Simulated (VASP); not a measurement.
A run of VASP 6.6.1 is set up as follows.

INCAR

```
PREC = Accurate
ENCUT = 520
EDIFF = 1E-6
ISMEAR = 0
SIGMA = 0.05
LREAL = False
LASPH = True
NELM = 60
ALGO = Normal
ISIF = 2
LWAVE = False
LCHARG = True
GGA = PS
LELF = True
LVHAR = True
NBANDS = 24
```

The input KPOINTS:

```
regular mesh
0
Gamma
  8 8 10
```

POSCAR

```
SrO
1.0
    4.3735483202      0.0000000000      0.0000000000
    0.0000000000      4.3735483202      0.0000000000
    0.0000000000      0.0000000000      3.3708062136
Sr O
2 2
Direct
    0.5000000000      0.0000000000      0.3070433854
    0.0000000000      0.5000000000      0.6929566146
    0.0000000000      0.0000000000      0.0000000000
    0.5000000000      0.5000000000      0.0000000000
```

Potentials or basis: VASP PAW PBE potentials, release 64 (Sr_sv, O).

Command:

```console
$ cat potpaw_PBE.64/Sr_sv/POTCAR potpaw_PBE.64/O/POTCAR > POTCAR
$ mpirun -np 1 vasp_std > vasp.out
```

Q: Estimate the largest force.

A: 0.079 eV/Å.

Q: Predict the band gap on the k mesh.

A: 3.31 eV, indirect (least direct gap 3.37 eV).

Q: What does it give for the pressure?

A: 1.6 GPa.

Forces in eV/Å, atoms in the order of the input:
```
Sr   0.000  0.000  0.079
Sr   0.000  0.000 -0.079
O    0.000  0.000  0.000
O    0.000  0.000  0.000
```

Caveat: the PAW data sets were made with another functional, which shifts forces and pressure a little. A k mesh can miss the band edges.
